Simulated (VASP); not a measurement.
# Ti3Al2 (P6/mmm) in VASP: single point with PBE

Aim: the single point of Ti3Al2 with PBE.

Program: VASP 6.6.1. These are calculated values, not measurements. Logs are shortened: lines on timing, memory, paths and dates and some standing lists are left out, and cuts for length are marked.

## 1. The cell of the first run

It takes space group P6/mmm (No. 191, hexagonal). Conventional cell: a = 5.226 Å, b = 5.226 Å, c = 5.015 Å, α = 90.00°, β = 90.00°, γ = 120.00°. Ti (site symmetry mmm) has 4 Ti at 2.61 Å and 4 Al at 2.90 Å within 3.4 Å. Within 3.3 Å of Al (site symmetry 6mm) lie 2 Al at 2.50 to 2.52 Å and 6 Ti at 2.90 Å.

The cell was built from a structure type or drawn by symmetry, and may not be a known phase.

## 2. Single point, PBE

File INCAR:

```
SYSTEM = Ti3Al2
ALGO     = Fast           ! electronic algorithm
EDIFF    = 1E-6           ! SCF threshold, eV
ENCUT    = 520            ! plane-wave cutoff, eV
GGA      = PE             ! functional
ISIF     = 2              ! what is computed and relaxed
ISMEAR   = 0              ! smearing method
LASPH    = .True.         ! aspherical terms in the spheres
LCHARG   = .False.        ! write CHGCAR
LREAL    = .False.        ! projectors in reciprocal space
LWAVE    = .False.        ! write WAVECAR
NBANDS   = 29             ! bands
NELM     = 100            ! most SCF steps
PREC     = Accurate       ! precision mode
SIGMA    = 0.1            ! smearing width, eV
```

File KPOINTS:

```
k-points
0
Gamma
  12 12 8
  0 0 0
```

File POSCAR:

```
Ti3Al2
1.0
    5.2255665128      0.0000000000      0.0000000000
   -2.6127832564      4.5254733492      0.0000000000
    0.0000000000      0.0000000000      5.0151494342
Ti Al
3 2
Direct
    0.5000000000      0.0000000000      0.0000000000
    0.0000000000      0.5000000000      0.0000000000
    0.5000000000      0.5000000000      0.0000000000
    0.0000000000      0.0000000000      0.2491042710
    0.0000000000      0.0000000000      0.7508957290
```

Potentials or basis: VASP PAW PBE potentials, release 64 (Ti_sv, Al).

Started as:

```
> cat potpaw_PBE.64/Ti_sv/POTCAR potpaw_PBE.64/Al/POTCAR > POTCAR
> mpirun -np 1 vasp_std > vasp.out
```

OUTCAR:

```text
SYSTEM = Ti3Al2
   EDIFF = 1E-6
   ENCUT = 520
   GGA = PE
   ISIF = 2
   ISMEAR = 0
   LASPH = .True.
   LREAL = .False.
   NELM = 100
   PREC = Accurate

 ion  position               nearest neighbor table
   1  0.500  0.000  0.000-   2 2.61   3 2.61   3 2.61   2 2.61   4 2.90   4 2.90   5 2.90   5 2.90

   2  0.000  0.500  0.000-   1 2.61   1 2.61   3 2.61   3 2.61   4 2.90   5 2.90   4 2.90   5 2.90

   3  0.500  0.500  0.000-   1 2.61   1 2.61   2 2.61   2 2.61   4 2.90   5 2.90   4 2.90   5 2.90

   4  0.000  0.000  0.249-   5 2.50   5 2.52   3 2.90   2 2.90   2 2.90   3 2.90   1 2.90   1 2.90

   5  0.000  0.000  0.751-   4 2.50   4 2.52   2 2.90   3 2.90   2 2.90   3 2.90   1 2.90   1 2.90

  LATTYP: Found a hexagonal cell.
 ALAT       =     5.2255665128
 C/A-ratio  =     0.9597331547

  Lattice vectors:

 A1 = (   5.2255665128,   0.0000000000,   0.0000000000)
 A2 = (  -2.6127832564,   4.5254733492,   0.0000000000)
 A3 = (   0.0000000000,   0.0000000000,   5.0151494342)

Analysis of symmetry for initial positions (statically):
=====================================================================
 Subroutine PRICEL returns:
 Original cell was already a primitive cell.

 Routine SETGRP: Setting up the symmetry group for a
 hexagonal supercell.

 Subroutine GETGRP returns: Found 24 space group operations
 (whereof 24 operations were pure point group operations)
 out of a pool of 24 trial point group operations.

The static configuration has the point symmetry D_6h.

Analysis of symmetry for dynamics (positions and initial velocities):
=====================================================================
 Subroutine PRICEL returns:
 Original cell was already a primitive cell.

 Routine SETGRP: Setting up the symmetry group for a
 hexagonal supercell.

 Subroutine GETGRP returns: Found 24 space group operations
 (whereof 24 operations were pure point group operations)
 out of a pool of 24 trial point group operations.

The dynamic configuration has the point symmetry D_6h.

 Subroutine INISYM returns: Found 24 space group operations
 (whereof 24 operations are pure point group operations),
 and found     1 'primitive' translations

----------------------------------------------------------------------------------------

                                     Primitive cell

  volume of cell :     118.5991

  direct lattice vectors                    reciprocal lattice vectors
     5.225566513  0.000000000  0.000000000     0.191366811  0.110485680  0.000000000
    -2.612783256  4.525473349  0.000000000     0.000000000  0.220971360  0.000000000
     0.000000000  0.000000000  5.015149434     0.000000000  0.000000000  0.199395853

  length of vectors
     5.225566513  5.225566513  5.015149434     0.220971360  0.220971360  0.199395853

  position of ions in fractional coordinates (direct lattice)
     0.500000000  0.000000000  0.000000000
     0.000000000  0.500000000  0.000000000
     0.500000000  0.500000000  0.000000000
     0.000000000  0.000000000  0.249104271
     0.000000000  0.000000000  0.750895729

  ion indices of the primitive-cell ions
   primitive index   ion index
                 1           1
                 2           2
                 3           3
                 4           4
                 5           5

----------------------------------------------------------------------------------------

 KPOINTS: k-points

Automatic generation of k-mesh.
 Grid dimensions read from file:
 generate k-points for:   12   12    8

 Generating k-lattice:

  Cartesian coordinates                     Fractional coordinates (reciprocal lattice)
     0.015947234  0.009207140  0.000000000     0.083333333  0.000000000  0.000000000
     0.000000000  0.018414280  0.000000000     0.000000000  0.083333333  0.000000000
     0.000000000  0.000000000  0.024924482     0.000000000  0.000000000  0.125000000

  Length of vectors
     0.018414280  0.018414280  0.024924482

  Shift w.r.t. Gamma in fractional coordinates (k-lattice)
     0.000000000  0.000000000  0.000000000

 Subroutine IBZKPT returns following result:
 ===========================================

 Found     95 irreducible k-points:

 Following reciprocal coordinates:
            Coordinates               Weight
  0.000000  0.000000  0.000000      1.000000
  0.083333  0.000000  0.000000      6.000000
  0.166667  0.000000  0.000000      6.000000
  0.250000 -0.000000  0.000000      6.000000
  0.333333  0.000000  0.000000      6.000000
  0.416667  0.000000  0.000000      6.000000
[... 16 lines left out ...]
  0.250000 -0.000000  0.125000     12.000000
  0.333333  0.000000  0.125000     12.000000
 [... further k-points ...]
   k-points           NKPTS =     95   k-points in BZ     NKDIM =     95   number of bands    NBANDS=     29
   number of dos      NEDOS =    301   number of ions     NIONS =      5
   total plane-waves  NPLWV =  64000
   dimension x,y,z NGX =    40 NGY =   40 NGZ =   40
   dimension x,y,z NGXF=    80 NGYF=   80 NGZF=   80
   ions per type =               3   2
   NGX,Y,Z   is equivalent  to a cutoff of  12.73, 12.73, 13.26 a.u.
   NGXF,Y,Z  is equivalent  to a cutoff of  25.45, 25.45, 26.52 a.u.
 SYSTEM =  Ti3Al2
   PREC   = accura    normal or accurate (medium, high low for compatibility)
   ISTART =      0    job   : 0-new  1-cont  2-samecut
   ICHARG =      2    charge: 1-file 2-atom 10-const
   ISPIN  =      1    spin polarized calculation?
   LNONCOLLINEAR =      F non collinear calculations
   LSORBIT =      F    spin-orbit coupling
   LASPH  =      T    aspherical Exc in radial PAW
   ENCUT  =  520.0 eV  38.22 Ry    6.18 a.u.   9.72  9.72  9.32*2*pi/ulx,y,z
   NELM   =    100;   NELMIN=  2; NELMDL= -5     # of ELM steps
   EDIFF  = 0.1E-05   stopping-criterion for ELM
   LREAL  =      F    real-space projection
   EDIFFG = 0.1E-04   stopping-criterion for IOM
   NSW    =      0    number of steps for IOM
   IBRION =     -1    ionic relax: 0-MD 1-quasi-New 2-CG
   NFREE  =      0    steps in history (QN), initial steepest desc. (CG)
   ISIF   =      2    stress and relaxation
   ISYM   =      2    0-nonsym 1-usesym 2-fastsym
   POTIM  = 0.5000    time-step for ionic-motion
   TEBEG  =    0.0;   TEEND  =   0.0 temperature during run
   PSTRESS=    0.0 pullay stress
   NELECT =      42.0000    total number of electrons
   NUPDOWN=      -1.0000    fix difference up-down
   EMIN   =  10.00;   EMAX   =-10.00  energy-range for DOS
   EFERMI =   0.00;   METHOD = LEGACY
   ISMEAR =     0;   SIGMA  =   0.10  broadening in eV -4-tet -1-fermi 0-gaus
   EFERMI_NEDOS =   21; number of points for ismear=-14 and -15
   IALGO  =     68    algorithm
   IMIX   =      4    mixing-type and parameters
     AMIX     =   0.40;   BMIX     =  1.00
     AMIX_MAG =   1.60;   BMIX_MAG =  1.00
  volume/ion in A,a.u.               =      23.72       160.07
  Fermi-wavevector in a.u.,A,eV,Ry     =   1.158237  2.188751 18.252398  1.341513
  Thomas-Fermi vector in A             =   2.294841
   LORBIT       =      0    0 simple, 1 ext, 2 COOP (PROOUT), +10 PAW based schemes
   GGA     = PE    functional components
   LHFCALC =     F    Hartree Fock is set to
   AEXX    =    0.0000 exact exchange contribution
   IVDW    =     0    specifies the selected vdW correction
   LEPSILON=     F    determine dielectric tensor
   LRPA    =     F    only Hartree local field effects (RPA)
 non-spin polarized calculation
 RMM-DIIS sequential band-by-band and
 Gauss-broadening in eV      SIGMA  =   0.10
  energy-cutoff  :      520.00
  volume of cell :      118.60
 maximum number of plane-waves:      3217
 NGX is ok and might be reduce to    40
   NGX = 19   NGY = 19   NGZ = 19

 number of electron      42.0000000 magnetization

 Free energy of the ion-electron system (eV)
  ---------------------------------------------------
  ext. energy  EPLUGINS =         0.00000000
  ---------------------------------------------------
  free energy    TOTEN  =       -27.34740485 eV

  energy without entropy =      -27.29576278  energy(sigma->0) =      -27.32158382

 E-fermi :   4.5833     XC(G=0):  -9.1779

 val. band max:        4.5806623139   @ k =   0.4167   0.1667   0.3750
 cond. band min:       4.5855232931   @ k =   0.4167   0.1667   0.2500
 fundamental gap:      0.0048609792
 Fermi energy:         4.5832960251

 k-point     1 :       0.0000    0.0000    0.0000
  band No.  band energies     occupation
      1     -52.0760      2.00000
      2     -51.8761      2.00000
      3     -51.8761      2.00000
      4     -28.8468      2.00000
      5     -28.4809      2.00000
      6     -28.4809      2.00000
[... 21 lines left out ...]
     28       7.2163      0.00000
     29       7.5671      0.00000

 k-point     2 :       0.0833    0.0000    0.0000
  band No.  band energies     occupation
      1     -52.0730      2.00000
      2     -51.8792      2.00000
      3     -51.8761      2.00000
      4     -28.8318      2.00000
      5     -28.4787      2.00000
      6     -28.4732      2.00000
[... 21 lines left out ...]
     28       7.2283      0.00000
     29       7.4925      0.00000

 k-point     3 :       0.1667    0.0000    0.0000
  band No.  band energies     occupation
      1     -52.0644      2.00000
      2     -51.8882      2.00000
      3     -51.8762      2.00000
      4     -28.7894      2.00000
      5     -28.4706      2.00000
      6     -28.4662      2.00000
[... 21 lines left out ...]
     28       7.2617      0.00000
     29       7.3855      0.00000

 k-point     4 :       0.2500   -0.0000    0.0000
  band No.  band energies     occupation
      1     -52.0510      2.00000
      2     -51.9021      2.00000
      3     -51.8762      2.00000
      4     -28.7284      2.00000
      5     -28.4553      2.00000
      6     -28.4514      2.00000
[... 597 lines left out ...]
     28       7.0599      0.00000
     29       7.3926      0.00000

 k-point    23 :       0.2500   -0.0000    0.1250
  band No.  band energies     occupation
      1     -52.0510      2.00000
      2     -51.9021      2.00000
      3     -51.8762      2.00000
      4     -28.7284      2.00000
      5     -28.4553      2.00000
      6     -28.4514      2.00000
[... 21 lines left out ...]
     28       6.6668      0.00000
     29       7.2949      0.00000

 k-point    24 :       0.3333    0.0000    0.1250
  band No.  band energies     occupation
      1     -52.0344      2.00000
      2     -51.9191      2.00000
      3     -51.8763      2.00000
      4     -28.6670      2.00000
      5     -28.4418      2.00000
      6     -28.4087      2.00000
[... 21 lines left out ...]
     28       6.3708      0.00000
     29       7.2191      0.00000

 [... further k-points ...]
[... 5 lines left out ...]
  --------------------------------------------------------------------------------------
  -------------------------------------------------------------------------------------
  Total       -0.0655360     -0.0655360      0.0403707     -0.0000000     -0.0000000      0.0000000
  in kB       -0.8853389     -0.8853389      0.5453757     -0.0000000     -0.0000000      0.0000000
  external PRESSURE =      -0.4084340 kB  Pullay stress =       0.0000000 kB

 VOLUME and BASIS-vectors are now :
 -----------------------------------------------------------------------------
  energy-cutoff  :      520.00
  volume of cell :      118.60
      direct lattice vectors                 reciprocal lattice vectors
     5.225566513  0.000000000  0.000000000     0.191366811  0.110485680  0.000000000
    -2.612783256  4.525473349  0.000000000     0.000000000  0.220971360  0.000000000
     0.000000000  0.000000000  5.015149434     0.000000000  0.000000000  0.199395853

 POSITION                                       TOTAL-FORCE (eV/Angst)
 -----------------------------------------------------------------------------------
      2.61278      0.00000      0.00000        -0.000000      0.000000      0.000000
     -1.30639      2.26274      0.00000        -0.000000      0.000000      0.000000
      1.30639      2.26274      0.00000        -0.000000      0.000000      0.000000
      0.00000      0.00000      1.24930         0.000000      0.000000      0.007146
      0.00000      0.00000      3.76585         0.000000     -0.000000     -0.007146
 -----------------------------------------------------------------------------------
    total drift:                               -0.000000      0.000000     -0.000000

  FREE ENERGIE OF THE ION-ELECTRON SYSTEM (eV)
  ---------------------------------------------------
  free  energy   TOTEN  =       -27.3474048516 eV

  energy  without entropy=      -27.2957627815  energy(sigma->0) =      -27.32158382
```

It took 14 min on 1 thread of AMD EPYC 7R43 (Zen 3), shared host; peak memory 0.39 GiB.

What came out:

- Free energy: -27.3474 eV
- Pressure: 0.0 GPa
- Largest force: 0.007 eV/Å
- Band gap on the k mesh: zero (bands 21 and 22 overlap by 0.79 eV)

Forces in eV/Å, atoms in the order of the input:
```
Ti   0.000  0.000  0.000
Ti   0.000  0.000  0.000
Ti   0.000  0.000  0.000
Al   0.000  0.000  0.007
Al   0.000  0.000 -0.007
```

Stress tensor (GPa, compression positive):
```
-0.09  0.00  0.00
 0.00 -0.09  0.00
 0.00  0.00  0.05
```
